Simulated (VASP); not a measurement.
Wanted: the native input for a VASP 6.6.1 run.

```yaml
Task: single point
Functional: PBE
Potentials_or_basis: VASP PAW PBE potentials, release 64 (Si, Ge_d, O)
Cutoff: 520 eV
k_mesh: 6 × 6 × 6
Occupations: gaussian, width 0.02 eV
Spin: no spin polarisation
Dipole_correction: no
Further_INCAR_settings: ALGO = Normal; EDIFF = 1e-07; NBANDS = 30
```

The structure of SiGeO4 lies in POSCAR:

```
SiGeO4
1.0
    0.0000000000      3.9894958365      3.9894958365
    3.9894958365      0.0000000000      3.9894958365
    3.9894958365      3.9894958365      0.0000000000
Si Ge O
1 1 4
Direct
    0.7500000000      0.7500000000      0.7500000000
    0.5000000000      0.5000000000      0.5000000000
    0.1115058112      0.6294980629      0.6294980629
    0.6294980629      0.1115058112      0.6294980629
    0.6294980629      0.6294980629      0.1115058112
    0.6294980629      0.6294980629      0.6294980629
```

One way to write it, as run:

INCAR

```
PREC = Accurate
ENCUT = 520
EDIFF = 1E-7
ISMEAR = 0
SIGMA = 0.02
LREAL = False
LASPH = True
NELM = 100
ALGO = Normal
ISIF = 2
LWAVE = False
LCHARG = False
GGA = PE
NBANDS = 30
```

KPOINTS

```
regular mesh
0
Gamma
  6 6 6
```

Potentials or basis: VASP PAW PBE potentials, release 64 (Si, Ge_d, O).

Command:

```sh
$ cat potpaw_PBE.64/Si/POTCAR potpaw_PBE.64/Ge_d/POTCAR potpaw_PBE.64/O/POTCAR > POTCAR
$ mpirun -np 1 vasp_std > vasp.out
```

It gave:

* Pressure: -9.9 GPa
* Largest force: 0.047 eV/Å
* Band gap on the k mesh: 2.77 eV

Caveat: the cell stands under tension.

Run time: 86 s on 1 thread of Intel Xeon 8259CL, with other jobs on the host, peak memory 0.28 GiB.
